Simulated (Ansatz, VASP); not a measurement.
**Two plane-wave programs on BaTiO3**

Contents of INCAR:

```
SYSTEM = BaTiO3
PREC = Accurate ; ENCUT = 600
EDIFF = 1E-6 ; ISMEAR = 0
SIGMA = 0.01 ; LREAL = .FALSE.
LASPH = .TRUE. ; NELM = 100
ALGO = Normal ; ISIF = 3
LWAVE = .FALSE. ; LCHARG = .FALSE.
GGA = PS ; IBRION = 2
NSW = 80 ; EDIFFG = -0.02
```

File KPOINTS:

```
Automatic mesh
0
G
  4 4 4
  0 0 0
```

POSCAR

```
BaTiO3
1.0
    2.8273670000      1.6323810000      2.3183930000
   -2.8273670000      1.6323810000      2.3183930000
    0.0000000000     -3.2647620000      2.3183930000
Ba Ti O
1 1 3
Direct
    0.0000000000      0.0000000000      0.0000000000
    0.4845000000      0.4845000000      0.4845000000
    0.5086000000      0.5086000000      0.0175000000
    0.0175000000      0.5086000000      0.5086000000
    0.5086000000      0.0175000000      0.5086000000
```

Input for Ansatz:

```yaml
crystal:
  lattice:
    - [2.827367, 1.632381, 2.318393]
    - [-2.827367, 1.632381, 2.318393]
    - [0.0, -3.264762, 2.318393]
  atoms:
    - { symbol: Ba, position: [0.0, 0.0, 0.0] }
    - { symbol: Ti, position: [0.4845, 0.4845, 0.4845] }
    - { symbol: O, position: [0.5086, 0.5086, 0.017499999999999984] }
    - { symbol: O, position: [0.01749999999999998, 0.5086, 0.5086] }
    - { symbol: O, position: [0.5086, 0.01749999999999998, 0.5086] }
kpoints:
  mp_grid:
    grid: [4, 4, 4]
hamiltonian:
  xc: pbesol
  dispersion: none
scf:
  occupations:
    method: fixed
relax:
  f_tol: 0.02
  cell: {}
```

Alike in both runs: task relaxation of cell and atoms; functional PBEsol; k mesh 4 × 4 × 4; no spin polarisation.

```csv
,VASP,Ansatz
version,VASP 6.6.1,Ansatz 0.2.0
potentials or method,"VASP PAW PBE potentials, release 64 (Ba_sv, Ti_sv, O)","plane waves, PAW"
plane-wave cutoff (eV),600,420
occupations,"gaussian, width 0.01 eV",fixed
valence electrons in the cell,40,40
```

Ansatz gave:

- relaxed volume (Å³/atom): 12.72
- relaxed cell length with the largest relative difference (Å): 3.992

Task: Which values does VASP return?

Result: Relaxed volume (Å³/atom): 12.85; relaxed cell length with the largest relative difference (Å): 4.006.

VASP's potentials were made for PBE, not for PBEsol.

Spin-orbit coupling is off throughout.
